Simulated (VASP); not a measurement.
# Ge2H in VASP: single point with PBE+D3(BJ)

Aim: the single point of Ge2H with PBE+D3(BJ).

Program: VASP 6.6.1. These are calculated values, not measurements. Logs are shortened: lines on timing, memory, paths and dates and some standing lists are left out, and cuts for length are marked.

### 1 The cell of the first run

The cell holds a slab with vacuum, 30 atoms: a = 8.004 Å, b = 8.004 Å, c = 20.598 Å, α = 90.00°, β = 90.00°, γ = 90.00°.

### 2 Single point, PBE+D3(BJ)

Contents of INCAR:

```
PREC = Accurate
ENCUT = 520
EDIFF = 1E-6
ISMEAR = -1
SIGMA = 0.02
LREAL = Auto
LASPH = T
NELM = 80
ALGO = Normal
ISIF = 2
LWAVE = F
LCHARG = T
GGA = PE
IVDW = 12
LELF = T
LVHAR = T
NBANDS = 166
```

Contents of KPOINTS:

```
Automatic mesh
0
Gamma
  1 1 1
```

Contents of POSCAR:

```
Ge2H
1.0
    8.0044490000      0.0000000000      0.0000000000
    0.0000000000      8.0044490000      0.0000000000
    0.0000000000      0.0000000000     20.5975550000
H Ge
10 20
Direct
    0.4080121000      0.0000000000      0.0485495000
    0.0919879000      0.0000000000      0.0485495000
    0.9080121000      0.0000000000      0.0485495000
    0.5919879000      0.0000000000      0.0485495000
    0.4080121000      0.5000000000      0.0485495000
    0.0919879000      0.5000000000      0.0485495000
    0.9080121000      0.5000000000      0.0485495000
    0.5919879000      0.5000000000      0.0485495000
    0.2500000000      0.5006041245      0.4232805319
    0.7500000000      0.5006041245      0.4232805319
    0.2500000000      0.0000000000      0.0919697000
    0.7500000000      0.0000000000      0.0919697000
    0.2500000000      0.5000000000      0.0919697000
    0.7500000000      0.5000000000      0.0919697000
    0.2500000000      0.2495949654      0.1563210496
    0.7500000000      0.2495949654      0.1563210496
    0.2500000000      0.7501596162      0.1619623543
    0.7500000000      0.7501596162      0.1619623543
    0.0000000000      0.2525759583      0.2212298858
    0.5000000000      0.2525759583      0.2212298858
    0.0000000000      0.7469739634      0.2318875811
    0.5000000000      0.7469739634      0.2318875811
    0.0000000000      0.0095625264      0.2897549239
    0.5000000000      0.0095625264      0.2897549239
    0.0000000000      0.4883991983      0.2967588832
    0.5000000000      0.4883991983      0.2967588832
    0.2500000000      0.0875418112      0.3847426099
    0.7500000000      0.0875418112      0.3847426099
    0.2500000000      0.4038698416      0.3575445024
    0.7500000000      0.4038698416      0.3575445024
```

Potentials or basis: VASP PAW PBE potentials, release 64 (H, Ge_d).

The run is started by

```console
$ cat potpaw_PBE.64/H/POTCAR potpaw_PBE.64/Ge_d/POTCAR > POTCAR
$ mpirun -np 1 vasp_gam > vasp.out
```

OUTCAR:

```text
PREC = Accurate
   ENCUT = 520
   EDIFF = 1E-6
   ISMEAR = -1
   LREAL = Auto
   LASPH = T
   NELM = 80
   ISIF = 2
   GGA = PE
   IVDW = 12
 IVDW          = 12

 ion  position               nearest neighbor table
   1  0.408  0.000  0.049-  11 1.55
   2  0.092  0.000  0.049-  11 1.55
   3  0.908  0.000  0.049-  12 1.55
   4  0.592  0.000  0.049-  12 1.55
   5  0.408  0.500  0.049-  13 1.55
   6  0.092  0.500  0.049-  13 1.55
   7  0.908  0.500  0.049-  14 1.55
   8  0.592  0.500  0.049-  14 1.55
   9  0.250  0.501  0.423-  29 1.56
  10  0.750  0.501  0.423-  30 1.56
  11  0.250  0.000  0.092-   1 1.55   2 1.55  15 2.40  17 2.47
  12  0.750  0.000  0.092-   3 1.55   4 1.55  16 2.40  18 2.47
  13  0.250  0.500  0.092-   5 1.55   6 1.55  15 2.40  17 2.47
  14  0.750  0.500  0.092-   7 1.55   8 1.55  16 2.40  18 2.47
  15  0.250  0.250  0.156-  11 2.40  13 2.40  19 2.41  20 2.41
  16  0.750  0.250  0.156-  12 2.40  14 2.40  19 2.41  20 2.41
[... 8 lines left out ...]
  25  0.000  0.488  0.297-  19 2.45  29 2.46  30 2.46  21 2.46
  26  0.500  0.488  0.297-  20 2.45  29 2.46  30 2.46  22 2.46
  27  0.250  0.088  0.385-  29 2.59  24 2.87  23 2.87
  28  0.750  0.088  0.385-  30 2.59  24 2.87  23 2.87
  29  0.250  0.404  0.358-   9 1.56  25 2.46  26 2.46  27 2.59
  30  0.750  0.404  0.358-  10 1.56  25 2.46  26 2.46  28 2.59

  LATTYP: Found a simple tetragonal cell.
 ALAT       =     8.0044490000
 C/A-ratio  =     2.5732633189

  Lattice vectors:

 A1 = (   8.0044490000,   0.0000000000,   0.0000000000)
 A2 = (   0.0000000000,   8.0044490000,   0.0000000000)
 A3 = (   0.0000000000,   0.0000000000,  20.5975550000)

Analysis of symmetry for initial positions (statically):
=====================================================================
 Subroutine PRICEL returns following result:

  LATTYP: Found a simple orthorhombic cell.
 ALAT       =     4.0022245000
 B/A-ratio  =     2.0000000000
 C/A-ratio  =     5.1465266379

  Lattice vectors:

 A1 = (   4.0022245000,   0.0000000000,   0.0000000000)
 A2 = (   0.0000000000,   8.0044490000,   0.0000000000)
 A3 = (   0.0000000000,   0.0000000000,  20.5975550000)

   2 primitive cells build up your supercell.

 Routine SETGRP: Setting up the symmetry group for a
 simple tetragonal supercell.

 Subroutine GETGRP returns: Found  2 space group operations
 (whereof  2 operations were pure point group operations)
 out of a pool of 16 trial point group operations.

The static configuration has the point symmetry C_1h.

Analysis of symmetry for dynamics (positions and initial velocities):
=====================================================================
 Subroutine PRICEL returns following result:

  LATTYP: Found a simple orthorhombic cell.
 ALAT       =     4.0022245000
 B/A-ratio  =     2.0000000000
 C/A-ratio  =     5.1465266379

  Lattice vectors:

 A1 = (   4.0022245000,   0.0000000000,   0.0000000000)
 A2 = (   0.0000000000,   8.0044490000,   0.0000000000)
 A3 = (   0.0000000000,   0.0000000000,  20.5975550000)

   2 primitive cells build up your supercell.

 Routine SETGRP: Setting up the symmetry group for a
 simple tetragonal supercell.

 Subroutine GETGRP returns: Found  2 space group operations
 (whereof  2 operations were pure point group operations)
 out of a pool of 16 trial point group operations.

The dynamic configuration has the point symmetry C_1h.

 Subroutine INISYM returns: Found  2 space group operations
 (whereof  2 operations are pure point group operations),
 and found     2 'primitive' translations

----------------------------------------------------------------------------------------

                                     Primitive cell

  volume of cell :     659.8551

  direct lattice vectors                    reciprocal lattice vectors
     4.002224500  0.000000000  0.000000000     0.249861046  0.000000000  0.000000000
     0.000000000  8.004449000  0.000000000     0.000000000  0.124930523  0.000000000
     0.000000000  0.000000000 20.597555000     0.000000000  0.000000000  0.048549452

  length of vectors
     4.002224500  8.004449000 20.597555000     0.249861046  0.124930523  0.048549452

  position of ions in fractional coordinates (direct lattice)
     0.816024200  0.000000000  0.048549500
     0.183975800  0.000000000  0.048549500
     0.816024200  0.500000000  0.048549500
     0.183975800  0.500000000  0.048549500
     0.500000000  0.500604125  0.423280532
     0.500000000  0.000000000  0.091969700
     0.500000000  0.500000000  0.091969700
     0.500000000  0.249594965  0.156321050
     0.500000000  0.750159616  0.161962354
     0.000000000  0.252575958  0.221229886
     0.000000000  0.746973963  0.231887581
     0.000000000  0.009562526  0.289754924
     0.000000000  0.488399198  0.296758883
     0.500000000  0.087541811  0.384742610
     0.500000000  0.403869842  0.357544502

  ion indices of the primitive-cell ions
   primitive index   ion index
                 1           1
                 2           4
                 3           5
                 4           8
                 5           9
                 6          11
                 7          13
                 8          15
                 9          17
                10          20
                11          22
                12          24
                13          26
                14          27
                15          29

----------------------------------------------------------------------------------------

 KPOINTS: Automatic mesh

Automatic generation of k-mesh.
 Grid dimensions read from file:
 generate k-points for:    1    1    1

 Generating k-lattice:

  Cartesian coordinates                     Fractional coordinates (reciprocal lattice)
     0.124930523  0.000000000  0.000000000     1.000000000  0.000000000  0.000000000
     0.000000000  0.124930523  0.000000000     0.000000000  1.000000000  0.000000000
     0.000000000  0.000000000  0.048549452     0.000000000  0.000000000  1.000000000

  Length of vectors
     0.124930523  0.124930523  0.048549452

  Shift w.r.t. Gamma in fractional coordinates (k-lattice)
     0.000000000  0.000000000  0.000000000

 Subroutine IBZKPT returns following result:
 ===========================================

 Found      1 irreducible k-points:

 Following reciprocal coordinates:
            Coordinates               Weight
  0.000000  0.000000  0.000000      1.000000
   k-points           NKPTS =      1   k-points in BZ     NKDIM =      1   number of bands    NBANDS=    166
   number of dos      NEDOS =    301   number of ions     NIONS =     30
   total plane-waves  NPLWV = 576000
   dimension x,y,z NGX =    60 NGY =   60 NGZ =  160
   dimension x,y,z NGXF=   120 NGYF=  120 NGZF=  320
   ions per type =              10  20
   NGX,Y,Z   is equivalent  to a cutoff of  12.46, 12.46, 12.91 a.u.
   NGXF,Y,Z  is equivalent  to a cutoff of  24.92, 24.92, 25.83 a.u.
 SYSTEM =  unknown system
   PREC   = accura    normal or accurate (medium, high low for compatibility)
   ISTART =      0    job   : 0-new  1-cont  2-samecut
   ICHARG =      2    charge: 1-file 2-atom 10-const
   ISPIN  =      1    spin polarized calculation?
   LNONCOLLINEAR =      F non collinear calculations
   LSORBIT =      F    spin-orbit coupling
   LASPH  =      T    aspherical Exc in radial PAW
   ENCUT  =  520.0 eV  38.22 Ry    6.18 a.u.  14.88 14.88 38.30*2*pi/ulx,y,z
   NELM   =     80;   NELMIN=  2; NELMDL= -5     # of ELM steps
   EDIFF  = 0.1E-05   stopping-criterion for ELM
   LREAL  =      T    real-space projection
   EDIFFG = 0.1E-04   stopping-criterion for IOM
   NSW    =      0    number of steps for IOM
   IBRION =     -1    ionic relax: 0-MD 1-quasi-New 2-CG
   NFREE  =      0    steps in history (QN), initial steepest desc. (CG)
   ISIF   =      2    stress and relaxation
   ISYM   =      2    0-nonsym 1-usesym 2-fastsym
   POTIM  = 0.5000    time-step for ionic-motion
   TEBEG  =    0.0;   TEEND  =   0.0 temperature during run
   PSTRESS=    0.0 pullay stress
   NELECT =     290.0000    total number of electrons
   NUPDOWN=      -1.0000    fix difference up-down
   EMIN   =  10.00;   EMAX   =-10.00  energy-range for DOS
   EFERMI =   0.00;   METHOD = LEGACY
   ISMEAR =    -1;   SIGMA  =   0.02  broadening in eV -4-tet -1-fermi 0-gaus
   EFERMI_NEDOS =   21; number of points for ismear=-14 and -15
   IALGO  =     38    algorithm
   IMIX   =      4    mixing-type and parameters
     AMIX     =   0.40;   BMIX     =  1.00
     AMIX_MAG =   1.60;   BMIX_MAG =  1.00
  volume/ion in A,a.u.               =      43.99       296.86
  Fermi-wavevector in a.u.,A,eV,Ry     =   0.987904  1.866867 13.278659  0.975954
  Thomas-Fermi vector in A             =   2.119392
   LORBIT       =      0    0 simple, 1 ext, 2 COOP (PROOUT), +10 PAW based schemes
   GGA     = PE    functional components
   LHFCALC =     F    Hartree Fock is set to
   AEXX    =    0.0000 exact exchange contribution
   IVDW    =    12    specifies the selected vdW correction
   LEPSILON=     F    determine dielectric tensor
   LRPA    =     F    only Hartree local field effects (RPA)
 non-spin polarized calculation
  energy-cutoff  :      520.00
  volume of cell :     1319.71
 maximum number of plane-waves:     17711
 NGX is ok and might be reduce to    60
   NGX = 29   NGY = 29   NGZ = 77

 number of electron     289.9999842 magnetization

 Free energy of the ion-electron system (eV)
  ---------------------------------------------------
  ext. energy  EPLUGINS =         0.00000000
  ---------------------------------------------------
  free energy    TOTEN  =      -111.17389501 eV

  energy without entropy =     -111.17389501  energy(sigma->0) =     -111.17389501

 E-fermi :  -1.2816     XC(G=0):  -4.4142

 val. band max:       -1.7264063940   @ k =   0.0000   0.0000   0.0000
 cond. band min:      -0.8354492749   @ k =   0.0000   0.0000   0.0000
 fundamental gap:      0.8909571191
 Fermi energy:        -1.2815990235

 k-point     1 :       0.0000    0.0000    0.0000
  band No.  band energies     occupation
      1     -25.9587      2.00000
      2     -25.9516      2.00000
      3     -25.9373      2.00000
      4     -25.9316      2.00000
      5     -25.9224      2.00000
      6     -25.9213      2.00000
[... 149 lines left out ...]
    156       1.2389      0.00000
    157       1.3302      0.00000
 [bands above 157 left out]

------------------------ aborting loop because EDIFF is reached ----------------------------------------

 Edisp (eV)   -4.78466

 E8    (eV) :    -2.1370

  FORCE on cell =-STRESS in cart. coord.  units (eV):
  Direction    XX          YY          ZZ          XY          YZ          ZX
  --------------------------------------------------------------------------------------
  -------------------------------------------------------------------------------------
  Total      14.55278     9.31846    -1.25087     0.00000     0.01360     0.00000
  in kB      17.66762    11.31296    -1.51860     0.00000     0.01652     0.00000
  external pressure =        9.15 kB  Pullay stress =        0.00 kB

 VOLUME and BASIS-vectors are now :
 -----------------------------------------------------------------------------
  energy-cutoff  :      520.00
  volume of cell :     1319.71
      direct lattice vectors                 reciprocal lattice vectors
     8.004449000  0.000000000  0.000000000     0.124930523  0.000000000  0.000000000
     0.000000000  8.004449000  0.000000000     0.000000000  0.124930523  0.000000000
     0.000000000  0.000000000 20.597555000     0.000000000  0.000000000  0.048549452

 POSITION                                       TOTAL-FORCE (eV/Angst)
 -----------------------------------------------------------------------------------
      3.26591      0.00000      1.00000        -0.659621     -0.081620      0.129074
      0.73631      0.00000      1.00000         0.659621     -0.081620      0.129074
      7.26814      0.00000      1.00000        -0.659621     -0.081620      0.129074
      4.73854      0.00000      1.00000         0.659621     -0.081620      0.129074
      3.26591      4.00222      1.00000        -0.659672      0.085657      0.098597
      0.73631      4.00222      1.00000         0.659672      0.085657      0.098597
[... 22 lines left out ...]
      2.00111      3.23276      7.36454         0.000000     -0.000751      0.010616
      6.00334      3.23276      7.36454         0.000000     -0.000751      0.010616
 -----------------------------------------------------------------------------------
    total drift:                                0.000000      0.003482      0.004572

  FREE ENERGIE OF THE ION-ELECTRON SYSTEM (eV)
  ---------------------------------------------------
  free  energy   TOTEN  =      -115.9585507396 eV

  energy  without entropy=     -115.9585507392  energy(sigma->0) =     -115.95855074
```

Run time: 9.1 min. Hardware: 1 thread of Intel Xeon Platinum 8488C (Sapphire Rapids), shared host; peak memory 0.95 GiB.

What came out:

```yaml
Free_energy: -115.9586 eV
Largest_force: 0.677 eV/Å
Dispersion_energy_per_atom: -0.159 eV
```

Forces in eV/Å, atoms in the order of the input:
```
H   -0.660 -0.082  0.129
H    0.660 -0.082  0.129
H   -0.660 -0.082  0.129
H    0.660 -0.082  0.129
H   -0.660  0.086  0.099
H    0.660  0.086  0.099
H   -0.660  0.086  0.099
H    0.660  0.086  0.099
H    0.000 -0.004 -0.014
H    0.000 -0.004 -0.014
Ge   0.000 -0.186 -0.212
Ge   0.000 -0.186 -0.212
Ge   0.000  0.169 -0.233
Ge   0.000  0.169 -0.233
Ge   0.000  0.003 -0.004
Ge   0.000  0.003 -0.004
Ge   0.000  0.000  0.004
Ge   0.000  0.000  0.004
Ge   0.000 -0.002 -0.006
Ge   0.000 -0.002 -0.006
Ge   0.000  0.006 -0.005
Ge   0.000  0.006 -0.005
Ge   0.000  0.000 -0.002
Ge   0.000  0.000 -0.002
Ge   0.000  0.003  0.002
Ge   0.000  0.003  0.002
Ge   0.000  0.003  0.004
Ge   0.000  0.003  0.004
Ge   0.000 -0.001  0.011
Ge   0.000 -0.001  0.011
```

Caveat: the k points lie up to 0.78 Å⁻¹ apart; there is no dipole correction, which matters where the two faces differ.
